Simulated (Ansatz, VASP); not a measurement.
## Two plane-wave programs on BeS

```
CELL_PARAMETERS angstrom
0.00000 2.46221 2.46221
2.46221 0.00000 2.46221
2.46221 2.46221 0.00000
ATOMIC_POSITIONS crystal
Be 0.50000 0.50000 0.50000
S 0.25000 0.25000 0.25000
```

Alike in both runs: task single point; functional PBE; k mesh 8 × 8 × 8; occupations gaussian, width 0.02 eV; no spin polarisation.

```csv
,VASP,Ansatz
version,VASP 6.6.1,Ansatz 0.2.0
potentials or method,"VASP PAW PBE potentials, release 64 (Be, S), cutoff 600 eV","scalar-relativistic, plane waves, PAW"
valence electrons in the cell,8,8
```

```csv
,VASP,Ansatz,Ansatz less VASP
gap on the k mesh at the Fermi level (eV),3.21,3.21,-0.001
least direct gap on the mesh (eV),5.51,5.51,+0.001
pressure (GPa),-2.6,-2.6,-0.04
```
